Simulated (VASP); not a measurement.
**SiSe: single point with r2SCAN0**

SiSe:

```xyz
2
Lattice="3.6657 0.0000 0.0000 -1.8329 3.1746 0.0000 0.0000 0.0000 3.6693" Properties=species:S:1:pos:R:3 pbc="T T T"
Si    1.8329    1.0582    1.8347
Se    0.0000    0.0000    0.0000
```

```json
{
 "Program": "VASP 6.6.1",
 "Task": "single point",
 "Functional": "r2SCAN0",
 "Potentials or basis": "VASP PAW PBE potentials, release 64 (Si, Se)",
 "Cutoff": "520 eV",
 "k mesh": "5 × 5 × 4",
 "Occupations": "fermi-dirac, width 0.05 eV",
 "Spin": "no spin polarisation"
}
```

```
Pressure               : -6.3 GPa
Band gap on the k mesh : zero (bands 5 and 6 overlap by 3.73 eV)
```

Stress tensor (GPa, compression positive):
```
-5.52  0.00  0.00
 0.00 -5.52  0.00
 0.00  0.00 -8.00
```

Levels at points of the mesh, in eV from the Fermi level:
| k point | band 1 | band 2 | band 3 | band 4 | band 5 | band 6 | band 7 | band 8 | band 9 | band 10 |
| --- | --- | --- | --- | --- | --- | --- | --- | --- | --- | --- |
| (0.00, 0.00, 0.00) | -17.70 | -6.18 | -4.82 | -2.86 | -2.86 | 3.56 | 3.56 | 4.57 | 7.58 | 9.16 |
| (0.00, 0.00, 0.50) | -16.45 | -11.74 | -1.74 | -1.74 | 2.03 | 2.22 | 3.27 | 3.27 | 8.47 | 8.47 |

Wall time 8.3 min on 1 thread of Intel(R) Xeon(R) Platinum 8488C (Sapphire Rapids), with other jobs on the host, peak memory 0.18 GiB.

Caveat: the k points lie up to 0.43 Å⁻¹ apart, too coarse for converged energies and pressures of a metal; the PAW data sets were made with another functional, which shifts forces and pressure a little.
